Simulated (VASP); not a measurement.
Input of a VASP 6.6.1 run:

Contents of INCAR:

```
SYSTEM = Al8H
PREC = Accurate
ENCUT = 520
EDIFF = 1E-6
ISMEAR = 0
SIGMA = 0.1
LREAL = Auto
LASPH = .TRUE.
NELM = 100
ALGO = Normal
ISIF = 2
LWAVE = .FALSE.
LCHARG = .FALSE.
LDIPOL = .TRUE.
IDIPOL = 3
DIPOL = 0.5 0.5 0.295
GGA = PE
NBANDS = 40
```

The input KPOINTS:

```
Automatic mesh
0
G
  5 4 1
  0 0 0
```

Contents of POSCAR:

```
Al8H
1.0
    5.7143028096      0.0000000000      0.0000000000
    0.0000000000      8.0812445328      0.0000000000
    0.0000000000      0.0000000000     22.2437981863
Al H
16 2
Direct
    0.2500000000      0.2500000000      0.1798254042
    0.2500000000      0.7500000000      0.1798254042
    0.7500000000      0.2500000000      0.1798254042
    0.7500000000      0.7500000000      0.1798254042
    0.0000000000      0.0000000000      0.2440489550
    0.0000000000      0.5000000000      0.2440489550
    0.5000000000      0.0000000000      0.2440489550
    0.5000000000      0.5000000000      0.2440489550
    0.2500000000      0.2500000000      0.3102692916
    0.2500000000      0.7500000000      0.3102692916
    0.7500000000      0.2500000000      0.3102692916
    0.7500000000      0.7500000000      0.3102692916
    0.0000000000      0.0000000000      0.3706110853
    0.0000000000      0.5000000000      0.3706110853
    0.5000000000      0.0000000000      0.3706110853
    0.5000000000      0.5000000000      0.3706110853
    0.7500000000     -0.0924981291      0.4483855726
    0.7500000000      0.0924981291      0.4483855726
```

Potentials or basis: VASP PAW PBE potentials, release 64 (Al, H).

Run with:

```sh
$ cat potpaw_PBE.64/Al/POTCAR potpaw_PBE.64/H/POTCAR > POTCAR
$ mpirun -np 1 vasp_std > vasp.out
```

**Question.** Estimate the largest force.

**Answer.** 1.474 eV/Å.

**Question.** Estimate the band gap on the k mesh.

**Answer.** Zero (bands 25 and 26 overlap by 0.40 eV).

Forces on the atoms (eV/Å):
```
Al   0.000  0.097  0.177
Al   0.000 -0.097  0.177
Al   0.000 -0.051  0.210
Al   0.000  0.051  0.210
Al   0.261  0.000 -0.292
Al   0.169  0.000 -0.227
Al  -0.261  0.000 -0.292
Al  -0.169  0.000 -0.227
Al   0.000 -0.002 -0.148
Al   0.000  0.002 -0.148
Al   0.000 -0.153  0.230
Al   0.000  0.153  0.230
Al  -0.101  0.000  0.617
Al  -0.037  0.000  0.013
Al   0.101  0.000  0.617
Al   0.037  0.000  0.013
H    0.000  1.355 -0.581
H    0.000 -1.355 -0.581
```
